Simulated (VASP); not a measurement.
Input of a VASP 6.6.1 run:

The input INCAR:

```
SYSTEM = Rb
PREC = Accurate
ENCUT = 520
EDIFF = 1E-6
ISMEAR = 0
SIGMA = 0.15
LREAL = .False.
LASPH = .True.
NELM = 60
ALGO = Fast
ISIF = 2
LWAVE = .False.
LCHARG = .False.
GGA = PE
NBANDS = 10
```

KPOINTS

```
Automatic mesh
0
Gamma
  12 12 12
  0 0 0
```

The input POSCAR:

```
Rb
1.0
   -2.8480900000      2.8480900000      2.8901800000
    2.8480900000     -2.8480900000      2.8901800000
    2.8480900000      2.8480900000     -2.8901800000
Rb
1
Direct
    0.0000000000      0.0000000000      0.0000000000
```

Potentials or basis: VASP PAW PBE potentials, release 64 (Rb_sv).

Command:

```console
$ cat potpaw_PBE.64/Rb_sv/POTCAR > POTCAR
$ mpirun -np 1 vasp_std > vasp.out
```

What does it give for the pressure?

-0.1 GPa.

Caveat: the cell differs from its parent crystal (strain +0.015 along x and y, +0.030 along z).
